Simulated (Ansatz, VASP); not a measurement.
TlBr in VASP and in Ansatz

```
CELL_PARAMETERS angstrom
3.98000 0.00000 0.00000
0.00000 3.98000 0.00000
0.00000 0.00000 3.98000
ATOMIC_POSITIONS crystal
Tl 0.00000 0.00000 0.00000
Br 0.50000 0.50000 0.50000
```

Alike in both runs: task single point; functional PBE; k mesh 4 × 4 × 4; no spin polarisation.

|  | VASP | Ansatz |
| --- | --- | --- |
| version | VASP 6.6.1 | Ansatz 0.2.0 |
| potentials or method | VASP PAW PBE potentials, release 64 (Tl_d, Br), cutoff 500 eV | plane waves, PAW |
| occupations | gaussian, width 0.01 eV | fixed |
| valence electrons in the cell | 20 | 20 |

|  | VASP | Ansatz | Ansatz less VASP |
| --- | --- | --- | --- |
| gap on the k mesh at the Fermi level (eV) | 1.85 | 1.85 | -0.006 |

Spin-orbit coupling is off throughout.
